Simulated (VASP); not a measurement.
# Ir (Fm-3m) in VASP: notebook, part 2 of 2

VASP 6.6.1. Earlier steps stand in the parts before.

**3. Single point, LDA (volume scaled by 1.12)**

The input, INCAR:

```
  ALGO = Normal
  EDIFF = 1E-6
  ENCUT = 500
  GGA = CA
  GGA_COMPAT = False
  ISIF = 2
  ISMEAR = -1
  LASPH = True
  LCHARG = False
  LREAL = False
  LWAVE = False
  NBANDS = 10
  NELM = 120
  PREC = Accurate
  SIGMA = 0.1
```

The input, KPOINTS:

```
k-points
0
Gamma
  23 23 23
```

The input, POSCAR:

```
Ir
1.0
    0.0000000000      1.9794750903      1.9794750903
    1.9794750903      0.0000000000      1.9794750903
    1.9794750903      1.9794750903      0.0000000000
Ir
1
Direct
    0.0000000000      0.0000000000      0.0000000000
```

Potentials or basis: VASP PAW LDA potentials, release 64 (Ir).

Launch:

```
$ cat potpaw_LDA.64/Ir/POTCAR > POTCAR
$ mpirun -np 1 vasp_std > vasp.out
```

OUTCAR:

```text
EDIFF = 1E-6
   ENCUT = 500
   GGA = CA
   ISIF = 2
   ISMEAR = -1
   LASPH = True
   LREAL = False
   NELM = 120
   PREC = Accurate

 ion  position               nearest neighbor table
   1  0.000  0.000  0.000-

  LATTYP: Found a face centered cubic cell.
 ALAT       =     3.9589501806

  Lattice vectors:

 A1 = (   0.0000000000,   1.9794750903,   1.9794750903)
 A2 = (   1.9794750903,   0.0000000000,   1.9794750903)
 A3 = (   1.9794750903,   1.9794750903,   0.0000000000)

Analysis of symmetry for initial positions (statically):
=====================================================================
 Subroutine PRICEL returns:
 Original cell was already a primitive cell.

 Routine SETGRP: Setting up the symmetry group for a
 face centered cubic supercell.

 Subroutine GETGRP returns: Found 48 space group operations
 (whereof 48 operations were pure point group operations)
 out of a pool of 48 trial point group operations.

The static configuration has the point symmetry O_h .

Analysis of symmetry for dynamics (positions and initial velocities):
=====================================================================
 Subroutine PRICEL returns:
 Original cell was already a primitive cell.

 Routine SETGRP: Setting up the symmetry group for a
 face centered cubic supercell.

 Subroutine GETGRP returns: Found 48 space group operations
 (whereof 48 operations were pure point group operations)
 out of a pool of 48 trial point group operations.

The dynamic configuration has the point symmetry O_h .

 Subroutine INISYM returns: Found 48 space group operations
 (whereof 48 operations are pure point group operations),
 and found     1 'primitive' translations

----------------------------------------------------------------------------------------

                                     Primitive cell

  volume of cell :      15.5124

  direct lattice vectors                    reciprocal lattice vectors
     0.000000000  1.979475090  1.979475090    -0.252592216  0.252592216  0.252592216
[... 105 lines left out ...]
  volume/ion in A,a.u.               =      15.51       104.68
  Fermi-wavevector in a.u.,A,eV,Ry     =   1.365408  2.580246 25.365855  1.864338
  Thomas-Fermi vector in A             =   2.491639
   LORBIT       =      0    0 simple, 1 ext, 2 COOP (PROOUT), +10 PAW based schemes
   GGA     = CA    functional components
   LHFCALC =     F    Hartree Fock is set to
   AEXX    =    0.0000 exact exchange contribution
   IVDW    =     0    specifies the selected vdW correction
   LEPSILON=     F    determine dielectric tensor
   LRPA    =     F    only Hartree local field effects (RPA)
 non-spin polarized calculation
  energy-cutoff  :      500.00
  volume of cell :       15.51
 maximum number of plane-waves:       411
   NGX = 11   NGY = 11   NGZ = 11

 number of electron       9.0000000 magnetization

 Free energy of the ion-electron system (eV)
  ---------------------------------------------------
  ext. energy  EPLUGINS =         0.00000000
  ---------------------------------------------------
  free energy    TOTEN  =       -10.16120954 eV

  energy without entropy =      -10.12665887  energy(sigma->0) =      -10.14393421

 E-fermi :   8.7236     XC(G=0): -13.6130

 val. band max:        8.7174012576   @ k =  -0.4348   0.4348   0.0870
 cond. band min:       8.7317736979   @ k =  -0.2609   0.3043   0.1304
 fundamental gap:      0.0143724403
 Fermi energy:         8.7236149861

 k-point     1 :       0.0000    0.0000    0.0000
  band No.  band energies     occupation
      1      -1.3884      2.00000
      2       5.3550      2.00000
      3       5.3550      2.00000
      4       5.3550      2.00000
      5       7.7099      1.99992
      6       7.7099      1.99992
      7      23.2548      0.00000
      8      28.2480      0.00000
      9      28.2480      0.00000
     10      28.2480      0.00000
[... 287 lines left out ...]
 k-point    24 :      -0.4783    0.0435    0.0000
  band No.  band energies     occupation
      1       1.6337      2.00000
      2       5.2370      2.00000
      3       5.3436      2.00000
      4       7.8913      1.99951
      5       9.4713      0.00113
      6       9.9513      0.00001
      7      15.1045      0.00000
      8      22.8960      0.00000
      9      27.4571      0.00000
     10      27.6745      0.00000

 [... further k-points ...]
[... 5 lines left out ...]
  --------------------------------------------------------------------------------------
  -------------------------------------------------------------------------------------
  Total       -3.1845427     -3.1845427     -3.1845427      0.0000000     -0.0000000      0.0000000
  in kB     -328.9103514   -328.9103514   -328.9103514      0.0000000     -0.0000000      0.0000000
  external PRESSURE =    -328.9103514 kB  Pullay stress =       0.0000000 kB

 VOLUME and BASIS-vectors are now :
 -----------------------------------------------------------------------------
  energy-cutoff  :      500.00
  volume of cell :       15.51
      direct lattice vectors                 reciprocal lattice vectors
     0.000000000  1.979475090  1.979475090    -0.252592216  0.252592216  0.252592216
     1.979475090  0.000000000  1.979475090     0.252592216 -0.252592216  0.252592216
     1.979475090  1.979475090  0.000000000     0.252592216  0.252592216 -0.252592216

 POSITION                                       TOTAL-FORCE (eV/Angst)
 -----------------------------------------------------------------------------------
      0.00000      0.00000      0.00000         0.000000      0.000000      0.000000
 -----------------------------------------------------------------------------------
    total drift:                                0.000000      0.000000     -0.000000

  FREE ENERGIE OF THE ION-ELECTRON SYSTEM (eV)
  ---------------------------------------------------
  free  energy   TOTEN  =       -10.1612095429 eV

  energy  without entropy=      -10.1266588713  energy(sigma->0) =      -10.14393421
```

Run time: 20 s. Hardware: 1 thread of Intel Xeon 6975P-C (Granite Rapids), shared host; peak memory 0.16 GiB.

What came out:

```yaml
Free_energy: -10.1612 eV
Pressure: -32.9 GPa
```

Caveat: the cell differs from its parent crystal (volume scaled by 1.12); spin-orbit coupling is left out, which moves the levels of the heavy elements.

**4. Single point, LDA, non-collinear spin, zero start, spin-orbit coupling**

This run uses another cell than the first one, of 13.85 Å³/atom, 0.926 times its volume.

The input, INCAR:

```
PREC     = Accurate       # precision mode
ENCUT    = 500            # plane-wave cutoff, eV
EDIFF    = 1E-6           # SCF threshold, eV
ISMEAR   = -1             # smearing method
SIGMA    = 0.1            # smearing width, eV
LREAL    = False          # projectors in reciprocal space
LASPH    = True           # aspherical terms in the spheres
NELM     = 200            # most SCF steps
ALGO     = Normal         # electronic algorithm
ISIF     = 2              # what is computed and relaxed
LWAVE    = False          # write WAVECAR
LCHARG   = False          # write CHGCAR
MAGMOM   = 0 0 0          # initial moments
LORBIT   = 11             # projections on sites
LSORBIT  = True           # spin-orbit coupling
GGA_COMPAT= False        
LORBMOM  = True         
LMAXMIX  = 4              # l up to which the mixer works
NBANDS   = 20             # bands
```

The input, KPOINTS:

```
regular mesh
0
Gamma
  14 14 14
```

The input, POSCAR:

```
Ir
1.0
    0.0000000000      1.9060927673      1.9060927673
    1.9060927673      0.0000000000      1.9060927673
    1.9060927673      1.9060927673      0.0000000000
Ir
1
Direct
    0.0000000000      0.0000000000      0.0000000000
```

Launch:

```
$ cat potpaw_LDA.64/Ir/POTCAR > POTCAR
$ mpirun -np 1 vasp_ncl > vasp.out
```

It took 31 s on 1 thread of Intel Xeon 6975P-C (Granite Rapids), shared host; peak memory 0.17 GiB.

Results (log left out):

| Item | Value |
| --- | --- |
| Free energy | -10.7261 eV |
| Pressure | 3.6 GPa |
| Net moment | 0.00 μB per cell |
| Valence electrons inside the program's atomic spheres | Ir 8.49 |

Moments on the atoms (μB; x, y, z):
```
Ir  0.00 0.00 0.00
```

**5. The runs side by side**

| spin | cell | k mesh | gap on the mesh (eV) | pressure (GPa) |
| --- | --- | --- | --- | --- |
| off | a = 2.766 Å, angles 60.0°, 1 atom | 23 × 23 × 23 | none | -23.9 |
| off | a = 2.799 Å, angles 60.0°, 1 atom | 23 × 23 × 23 | none | -32.9 |
| non-collinear, zero start, SOC | a = 2.696 Å, angles 60.0°, 1 atom | 14 × 14 × 14 | - | 3.6 |

Alike in all rows: task single point; level LDA; potentials or basis VASP PAW LDA potentials, release 64 (Ir); cutoff (eV) 500; smearing fermi-dirac 0.1 eV.

Caveats: spin-orbit coupling is left out, which moves the levels of the heavy elements (some runs).

Absolute energies hang on the potentials; compare differences alone.
